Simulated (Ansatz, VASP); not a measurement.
# Two plane-wave programs on HPt6

INCAR

```
ALGO = Normal
DIPOL = 0.5 0.5 0.304
EDIFF = 1E-6
ENCUT = 520
GGA = PE
IDIPOL = 3
ISIF = 2
ISMEAR = 0
LASPH = True
LCHARG = False
LDIPOL = True
LREAL = False
LWAVE = False
NBANDS = 74
NELM = 100
PREC = Accurate
SIGMA = 0.1
```

File KPOINTS:

```
k-points
0
Gamma
  6 6 1
```

The input POSCAR:

```
HPt6
1.0
    5.6143281343      0.0000000000      0.0000000000
   -2.8071640672      4.8621507895      0.0000000000
    0.0000000000      0.0000000000     22.6192653717
Pt H
12 2
Direct
    0.3333333333      0.1666666667      0.1768404028
    0.3333333333      0.6666666667      0.1768404028
    0.8333333333      0.1666666667      0.1768404028
    0.8333333333      0.6666666667      0.1768404028
    0.1666666667      0.3333333333      0.2789526245
    0.1666666667      0.8333333333      0.2789526245
    0.6666666667      0.3333333333      0.2789526245
    0.6666666667      0.8333333333      0.2789526245
    0.0000000000      0.0000000000      0.3810585901
    0.0000000000      0.5000000000      0.3810585901
    0.5000000000      0.0000000000      0.3810585901
    0.5000000000      0.5000000000      0.3810585901
    0.1137434278      0.2274868556      0.4575420643
    0.3862565722      0.7725131444      0.4575420643
```

Input for Ansatz:

```yaml
crystal:
  lattice:
    - [5.6143281343, 0.0, 0.0]
    - [-2.8071640672, 4.8621507895, 0.0]
    - [0.0, 0.0, 22.6192653717]
  atoms:
    - { symbol: Pt, position: [0.3333333333, 0.1666666667, 0.1768404028] }
    - { symbol: Pt, position: [0.3333333333, 0.6666666667, 0.1768404028] }
    - { symbol: Pt, position: [0.8333333333, 0.1666666667, 0.1768404028] }
    - { symbol: Pt, position: [0.8333333333, 0.6666666667, 0.1768404028] }
    - { symbol: Pt, position: [0.1666666667, 0.3333333333, 0.2789526245] }
    - { symbol: Pt, position: [0.1666666667, 0.8333333333, 0.2789526245] }
    - { symbol: Pt, position: [0.6666666667, 0.3333333333, 0.2789526245] }
    - { symbol: Pt, position: [0.6666666667, 0.8333333333, 0.2789526245] }
    - { symbol: Pt, position: [0.0, 0.0, 0.3810585901] }
    - { symbol: Pt, position: [0.0, 0.5, 0.3810585901] }
    - { symbol: Pt, position: [0.5, 0.0, 0.3810585901] }
    - { symbol: Pt, position: [0.5, 0.5, 0.3810585901] }
    - { symbol: H, position: [0.1137434278, 0.2274868556, 0.4575420643] }
    - { symbol: H, position: [0.3862565722, 0.7725131444, 0.4575420643] }
basis:
  ecutwfc: 420
kpoints:
  mp_grid: { grid: [6, 6, 1] }
hamiltonian:
  xc: pbe
  pseudopotentials: { kind: paw, azcp: { folder: soft_1 } }
scf:
  occupations: { method: gaussian, width: 0.1 }
output:
  forces: true
  eigenvalues: true
  write_density: true
  write_potential: true
  elf: true
  volumetric_format: npy
efield:
  axis: 3
  dipole_correction: true
  ramp_width: 0.04
```

Alike in both runs: task single point; functional PBE; k mesh 6 × 6 × 1; occupations gaussian, width 0.1 eV; no spin polarisation.

|  | VASP | Ansatz |
| --- | --- | --- |
| version | VASP 6.6.1 | Ansatz 0.2.0 |
| potentials or method | VASP PAW PBE potentials, release 64 (Pt, H), cutoff 520 eV | scalar-relativistic, plane waves, PAW |
| valence electrons in the cell | 122 | 218 |

Ansatz gave:

* gap on the k mesh at the Fermi level (eV): none
* rms of the force components (eV/Å): 0.708

What did VASP give for the same quantities?

gap on the k mesh at the Fermi level (eV): none; rms of the force components (eV/Å): 0.705.

Atom by atom the forces differ by 0.008 eV/Å (rms over components). A gap of «none» marks a metal or a gap that the smearing closes. The functional is the same, so the differences come from potentials, cutoffs and numerics. VASP's potentials hold 122 valence electrons a cell and Ansatz's 218, so a difference there can come from the potentials and not from the codes. Ansatz's warnings: xc potential rough in thin density.

Spin-orbit coupling is off throughout.
